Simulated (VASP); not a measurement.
CoO:

```xyz
2
Lattice="0.0000 2.1027 2.1027 2.1027 0.0000 2.1027 2.1027 2.1027 0.0000" Properties=species:S:1:pos:R:3 pbc="T T T"
Co    0.0000    0.0000    0.0000
O     2.1027    2.1027    2.1027
```

This cell differs from its parent crystal: volume scaled by 0.96.

Base run:

```yaml
Program: VASP 6.6.1
Functional: LDA
Potentials_or_basis: VASP PAW LDA potentials, release 64 (Co, O)
Cutoff: 520 eV
k_mesh: 11 × 11 × 11
Occupations: fermi-dirac, width 0.05 eV
Spin: collinear spin, ferromagnetic start
Starting_moments: "[2.0, 0.0] μB"
```

Its results: pressure -17.2 GPa; net moment 2.44 μB per cell; site moments Co +2.17; O +0.23 μB.

Task: The run is repeated on the same cell with these changes: functional from LDA to revPBE; potentials or basis from VASP PAW LDA potentials, release 64 (Co, O) to VASP PAW PBE potentials, release 64 (Co, O). What comes out?

Result: Pressure 9.3 GPa; net moment 2.82 μB per cell; site moments Co +2.50; O +0.28 μB.

Caveats: a cell with one magnetic atom can't hold antiferromagnetic order, which such compounds often take; the PAW data sets were made with another functional, which shifts forces and pressure a little (some runs).
